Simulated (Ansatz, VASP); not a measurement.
# Re: VASP beside Ansatz

```xyz
4
Lattice="2.8962 0.0000 0.0000 -1.4481 2.5082 0.0000 0.0000 0.0000 8.8220" Properties=species:S:1:pos:R:3 pbc="T T T"
Re    0.0000    0.0000    0.0058
Re    0.0000    1.6721    2.4954
Re    0.0000    0.0000    4.0226
Re    1.4481    0.8361    6.7092
```

Alike in both runs: task single point; functional PBEsol; k mesh 15 × 15 × 4; occupations gaussian, width 0.1 eV; no spin polarisation.

```csv
,VASP,Ansatz
version,VASP 6.6.1,Ansatz 0.2.0
potentials or method,"VASP PAW PBE potentials, release 64 (Re), cutoff 520 eV","scalar-relativistic, plane waves, PAW"
valence electrons in the cell,28,60
```

VASP gave:

```
gap on the k mesh at the Fermi level (eV)                     : none
pressure (GPa)                                                : 4.8
traceless stress, the component that is largest in VASP (GPa) : 9.63
rms of the force components (eV/Å)                            : 4.196
```

Problem. What did Ansatz give for the same quantities?

Solution. gap on the k mesh at the Fermi level (eV): none; pressure (GPa): 6.3; traceless stress, the component that is largest in VASP (GPa): 11.11; rms of the force components (eV/Å): 4.494.

VASP's potentials were made for PBE, not for PBEsol. Atom by atom the forces differ by 0.304 eV/Å (rms over components). A gap of «none» marks a metal or a gap that the smearing closes. With one functional, cell and mesh, what is left measures potentials, basis and numerics. VASP's potentials hold 28 valence electrons a cell and Ansatz's 60, so a difference there can come from the potentials and not from the codes.

Spin-orbit coupling is off throughout.
